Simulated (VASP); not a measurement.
# Mg3ZnTe4 in VASP: notebook

Mg3ZnTe4 is run at these levels: PBE, LDA, r2SCAN; tasks: single point.

All numbers are computed with VASP 6.6.1; they aren't measurements. Logs are shortened: lines on timing, memory, paths and dates and some standing lists are left out, and cuts for length are marked.

**1. The cell of the first run**

The typed cell holds 8 atoms: a = 4.583 Å, b = 4.584 Å, c = 14.745 Å, α = 90.00°, β = 90.00°, γ = 119.99°.

**2. Single point, PBE**

Contents of INCAR:

```
  PREC = Accurate
  ENCUT = 520
  EDIFF = 1E-6
  ISMEAR = 0
  SIGMA = 0.1
  LREAL = F
  LASPH = T
  NELM = 80
  ALGO = Normal
  ISIF = 2
  LWAVE = F
  LCHARG = F
  GGA = PE
  NBANDS = 31
```

Contents of KPOINTS:

```
Automatic mesh
0
Gamma
  3 3 1
```

Contents of POSCAR:

```
Mg3ZnTe4
1.0
    4.5832694740     -0.0000670602     -0.0004816254
   -2.2916924761      3.9702971727      0.0000851532
    0.0017493593      0.0015043079     14.7447389675
Mg Zn Te
3 1 4
Direct
    0.6668342274      0.3333217703      0.0035559964
    0.6663393269      0.3330736804      0.4946334979
    0.0000715461     -0.0000274918      0.7494005875
    0.0000932750      0.0003180077      0.2502307369
    0.6667639153      0.3336324212      0.1948755540
    0.6667784642      0.3333852529      0.6854724038
   -0.0003451827     -0.0002948256      0.4318089627
    0.0001310946     -0.0000754818      0.9400222609
```

Potentials or basis: VASP PAW PBE potentials, release 64 (Mg, Zn, Te).

Command:

```
$ cat potpaw_PBE.64/Mg/POTCAR potpaw_PBE.64/Zn/POTCAR potpaw_PBE.64/Te/POTCAR > POTCAR
$ mpirun -np 1 vasp_std > vasp.out
```

OUTCAR:

```text
PREC = Accurate
   ENCUT = 520
   EDIFF = 1E-6
   ISMEAR = 0
   LREAL = F
   LASPH = T
   NELM = 80
   ISIF = 2
   GGA = PE

 ion  position               nearest neighbor table
   1  0.667  0.333  0.004-   8 2.81   8 2.81   8 2.81   5 2.82
   2  0.666  0.333  0.495-   7 2.80   7 2.80   7 2.80   6 2.81
   3  0.000  1.000  0.749-   6 2.81   6 2.81   6 2.81   8 2.81
   4  0.000  0.000  0.250-   7 2.68   5 2.77   5 2.77   5 2.77
   5  0.667  0.334  0.195-   4 2.77   4 2.77   4 2.77   1 2.82
   6  0.667  0.333  0.685-   3 2.81   3 2.81   3 2.81   2 2.81
   7  1.000  1.000  0.432-   4 2.68   2 2.80   2 2.80   2 2.80
   8  0.000  1.000  0.940-   1 2.81   1 2.81   1 2.81   3 2.81

  LATTYP: Found a base centered monoclinic cell.
 ALAT       =    30.5403130593
 B/A-ratio  =     0.1500727740
 C/A-ratio  =     0.4827959399
 COS(beta)  =    -0.9656082119

  Lattice vectors:

 A1 = (  -2.2933263572,  -3.9717344204, -14.7443424953)
 A2 = (   2.2899431168,  -3.9718014806, -14.7448241207)
 A3 = (   0.0017493593,   0.0015043079,  14.7447389675)

Analysis of symmetry for initial positions (statically):
=====================================================================
 Subroutine PRICEL returns:
 Original cell was already a primitive cell.

 Routine SETGRP: Setting up the symmetry group for a
 base centered monoclinic supercell.

 Subroutine GETGRP returns: Found  1 space group operations
 (whereof  1 operations were pure point group operations)
 out of a pool of  4 trial point group operations.

The static configuration has the point symmetry C_1 .

Analysis of symmetry for dynamics (positions and initial velocities):
=====================================================================
 Subroutine PRICEL returns:
 Original cell was already a primitive cell.

 Routine SETGRP: Setting up the symmetry group for a
 base centered monoclinic supercell.

 Subroutine GETGRP returns: Found  1 space group operations
 (whereof  1 operations were pure point group operations)
 out of a pool of  4 trial point group operations.

The dynamic configuration has the point symmetry C_1 .

 Subroutine INISYM returns: Found  1 space group operations
 (whereof  1 operations are pure point group operations),
 and found     1 'primitive' translations

[... 109 lines left out ...]
   IBRION =     -1    ionic relax: 0-MD 1-quasi-New 2-CG
   NFREE  =      0    steps in history (QN), initial steepest desc. (CG)
   ISIF   =      2    stress and relaxation
   ISYM   =      2    0-nonsym 1-usesym 2-fastsym
   POTIM  = 0.5000    time-step for ionic-motion
   TEBEG  =    0.0;   TEEND  =   0.0 temperature during run
   PSTRESS=    0.0 pullay stress
   NELECT =      42.0000    total number of electrons
   NUPDOWN=      -1.0000    fix difference up-down
   EMIN   =  10.00;   EMAX   =-10.00  energy-range for DOS
   EFERMI =   0.00;   METHOD = LEGACY
   ISMEAR =     0;   SIGMA  =   0.10  broadening in eV -4-tet -1-fermi 0-gaus
   EFERMI_NEDOS =   21; number of points for ismear=-14 and -15
   IALGO  =     38    algorithm
   IMIX   =      4    mixing-type and parameters
     AMIX     =   0.40;   BMIX     =  1.00
     AMIX_MAG =   1.60;   BMIX_MAG =  1.00
  volume/ion in A,a.u.               =      33.54       226.33
  Fermi-wavevector in a.u.,A,eV,Ry     =   0.882295  1.667296 10.591388  0.778445
  Thomas-Fermi vector in A             =   2.002907
   LORBIT       =      0    0 simple, 1 ext, 2 COOP (PROOUT), +10 PAW based schemes
   GGA     = PE    functional components
   LHFCALC =     F    Hartree Fock is set to
   AEXX    =    0.0000 exact exchange contribution
   IVDW    =     0    specifies the selected vdW correction
   LEPSILON=     F    determine dielectric tensor
   LRPA    =     F    only Hartree local field effects (RPA)
 non-spin polarized calculation
 Gauss-broadening in eV      SIGMA  =   0.10
  energy-cutoff  :      520.00
  volume of cell :      268.31
 maximum number of plane-waves:      7267
 NGX is ok and might be reduce to    36
   NGX = 17   NGY = 17   NGZ = 55

 number of electron      42.0000015 magnetization

 Free energy of the ion-electron system (eV)
  ---------------------------------------------------
  ext. energy  EPLUGINS =         0.00000000
  ---------------------------------------------------
  free energy    TOTEN  =       -23.93972074 eV

  energy without entropy =      -23.93972074  energy(sigma->0) =      -23.93972074

 E-fermi :   2.4881     XC(G=0):  -7.9318

 val. band max:        1.9905960802   @ k =   0.0000   0.0000   0.0000
 cond. band min:       3.4060308007   @ k =   0.0000   0.0000   0.0000
 fundamental gap:      1.4154347205
 Fermi energy:         2.4880600836

 k-point     1 :       0.0000    0.0000    0.0000
  band No.  band energies     occupation
      1      -8.5178      2.00000
      2      -8.1779      2.00000
      3      -8.1263      2.00000
      4      -7.8161      2.00000
      5      -4.2703      2.00000
      6      -4.2702      2.00000
[... 159 lines left out ...]
     30       7.6589      0.00000
     31       8.6394      0.00000

------------------------ aborting loop because EDIFF is reached ----------------------------------------

  FORCE on cell =-STRESS in cart. coord.  units (eV):
  Direction    XX          YY          ZZ          XY          YZ          ZX
  --------------------------------------------------------------------------------------
  -------------------------------------------------------------------------------------
  Total        0.0195448      0.0094217      0.0305733      0.0006866     -0.0005267      0.0001684
  in kB        0.1167104      0.0562612      0.1825664      0.0041001     -0.0031454      0.0010053
  external PRESSURE =       0.1185127 kB  Pullay stress =       0.0000000 kB

 VOLUME and BASIS-vectors are now :
 -----------------------------------------------------------------------------
  energy-cutoff  :      520.00
  volume of cell :      268.31
      direct lattice vectors                 reciprocal lattice vectors
     4.583269474 -0.000067060 -0.000481625     0.218186697  0.125939393 -0.000038735
    -2.291692476  3.970297173  0.000085153     0.000003683  0.251872441 -0.000025697
     0.001749359  0.001504308 14.744738968     0.000007127  0.000002659  0.067820799

 POSITION                                       TOTAL-FORCE (eV/Angst)
 -----------------------------------------------------------------------------------
      2.29242      1.32335      0.05214        -0.000224     -0.000031      0.003778
      2.29158      1.32310      7.29295         0.000274      0.000395     -0.001751
     -2.28999      3.97132     11.04980        -0.000065      0.000068     -0.002955
      0.00014      0.00164      3.68959         0.000006     -0.000835     -0.002969
      2.29172      1.32487      2.87310         0.000133     -0.000011     -0.008151
      2.29321      1.32462     10.10682        -0.000126     -0.000083      0.004715
      2.29143      3.96971      6.36651         0.000249      0.000368      0.008898
     -2.28927      3.97141     13.86047        -0.000247      0.000128     -0.001565
 -----------------------------------------------------------------------------------
    total drift:                                0.000008     -0.000076      0.002876

  FREE ENERGIE OF THE ION-ELECTRON SYSTEM (eV)
  ---------------------------------------------------
  free  energy   TOTEN  =       -23.9397207383 eV

  energy  without entropy=      -23.9397207383  energy(sigma->0) =      -23.93972074
```

Run time: 84 s. Hardware: 1 thread of Intel Xeon Platinum 8375C at 2.90GHz (Ice Lake), shared host; peak memory 0.38 GiB.

What came out:

```yaml
Free_energy: -23.9397 eV
Pressure: 0.0 GPa
Largest_force: 0.009 eV/Å
Band_gap_on_the_k_mesh: 1.42 eV
```

Forces on the atoms (eV/Å):
```
Mg   0.000  0.000  0.004
Mg   0.000  0.000 -0.002
Mg   0.000  0.000 -0.003
Zn   0.000 -0.001 -0.003
Te   0.000  0.000 -0.008
Te   0.000  0.000  0.005
Te   0.000  0.000  0.009
Te   0.000  0.000 -0.002
```

Caveat: the k points lie up to 0.53 Å⁻¹ apart; spin-orbit coupling is left out, which moves the levels of the heavy elements.

**3. Single point, PBE**

This run uses another cell than the first one, of 33.23 Å³/atom.

Contents of INCAR:

```
ALGO = Normal
EDIFF = 1E-6
ENCUT = 520
GGA = PE
ISIF = 2
ISMEAR = 0
LASPH = True
LCHARG = False
LREAL = False
LWAVE = False
NBANDS = 31
NELM = 60
PREC = Accurate
SIGMA = 0.1
```

Contents of KPOINTS:

```
k-points
0
Gamma
  6 6 2
```

Contents of POSCAR:

```
Mg3ZnTe4
1.0
    4.5375218000      0.0000000000      0.0000000000
   -2.2687609000      3.9296091000      0.0000000000
    0.0000000000      0.0000000000     14.9108318000
Mg Zn Te
3 1 4
Direct
    0.6666667000      0.3333333000      0.0049170000
    0.6666667000      0.3333333000      0.4954430000
    0.0000000000      0.0000000000      0.7502890000
    0.0000000000      0.0000000000      0.2503810000
    0.6666667000      0.3333333000      0.1947550000
    0.6666667000      0.3333333000      0.6844970000
    0.0000000000      0.0000000000      0.4304960000
    0.0000000000      0.0000000000      0.9392220000
```

Potentials or basis: VASP PAW PBE potentials, release 64 (Mg, Zn, Te).

Command:

```
$ cat potpaw_PBE.64/Mg/POTCAR potpaw_PBE.64/Zn/POTCAR potpaw_PBE.64/Te/POTCAR > POTCAR
$ mpirun -np 1 vasp_std > vasp.out
```

Wall time 2.9 min (1 thread of Intel Xeon Platinum 8375C at 2.90GHz (Ice Lake), shared host); peak memory 0.44 GiB.

It converged, with:

```yaml
Free_energy: -24.2922 eV
Pressure: 0.0 GPa
Largest_force: 0.011 eV/Å
Band_gap_on_the_k_mesh: 1.47 eV
```

Forces in eV/Å, atoms in the order of the input:
```
Mg   0.000  0.000  0.001
Mg   0.000  0.000  0.001
Mg   0.000  0.000 -0.001
Zn   0.000  0.000 -0.003
Te   0.000  0.000 -0.010
Te   0.000  0.000  0.001
Te   0.000  0.000  0.011
Te   0.000  0.000  0.000
```

Levels at points of the mesh, in eV from the valence-band top:
| k point | band 17 | band 18 | band 19 | band 20 | band 21 | band 22 | band 23 | band 24 | band 25 | band 26 |
| --- | --- | --- | --- | --- | --- | --- | --- | --- | --- | --- |
| (0.00, 0.00, 0.00) | -0.31 | -0.31 | -0.09 | 0.00 | 0.00 | 1.47 | 2.56 | 3.15 | 3.39 | 4.88 |
| (0.50, 0.00, 0.00) | -1.15 | -1.09 | -0.99 | -0.97 | -0.56 | 2.41 | 3.05 | 3.07 | 3.59 | 3.99 |
| (0.00, 0.00, 0.50) | -0.50 | -0.22 | -0.22 | -0.03 | -0.03 | 1.68 | 3.00 | 3.07 | 3.11 | 4.87 |
| (0.50, 0.00, 0.50) | -1.23 | -0.99 | -0.90 | -0.77 | -0.66 | 2.38 | 3.02 | 3.06 | 3.21 | 4.37 |

Caveat: spin-orbit coupling is left out, which moves the levels of the heavy elements. A k mesh can miss the band edges.

(Continued in part 2 of 2.)
